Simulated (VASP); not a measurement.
## Na2S: single point with PBE

The system is Na2S.

```
Na S
1.0
     0.00000    3.22926    3.22926
     3.22926    0.00000    3.22926
     3.22926    3.22926    0.00000
Na S
2 1
Direct
  0.25000 0.25000 0.25000
  0.75000 0.75000 0.75000
  0.00000 0.00000 0.00000
```

| Item | Value |
| --- | --- |
| Program | VASP 6.6.1 |
| Task | single point |
| Functional | PBE |
| Potentials or basis | VASP PAW PBE potentials, release 64 (Na_pv, S) |
| Cutoff | 500 eV |
| k mesh | 5 × 5 × 5 |
| Occupations | gaussian, width 0.01 eV |
| Spin | no spin polarisation |
| Dipole correction | no |
| Further INCAR settings | ALGO = Normal; EDIFF = 1e-06; NBANDS = 17 |

```yaml
Pressure: 1.6 GPa
Band_gap_on_the_k_mesh: 2.61 eV, direct
```

Levels at points of the mesh, in eV from the valence-band top:
```tsv
k point	band 7	band 8	band 9	band 10	band 11	band 12	band 13	band 14
(0.00, 0.00, 0.00)	-10.20	0.00	0.00	0.00	2.61	7.87	7.87	7.87
```

Run time: 18 s on 1 thread of Intel Xeon 6975P-C, on a shared host, peak memory 0.19 GiB.

A hybrid or GW would open this gap; PBE tends to underestimate it.
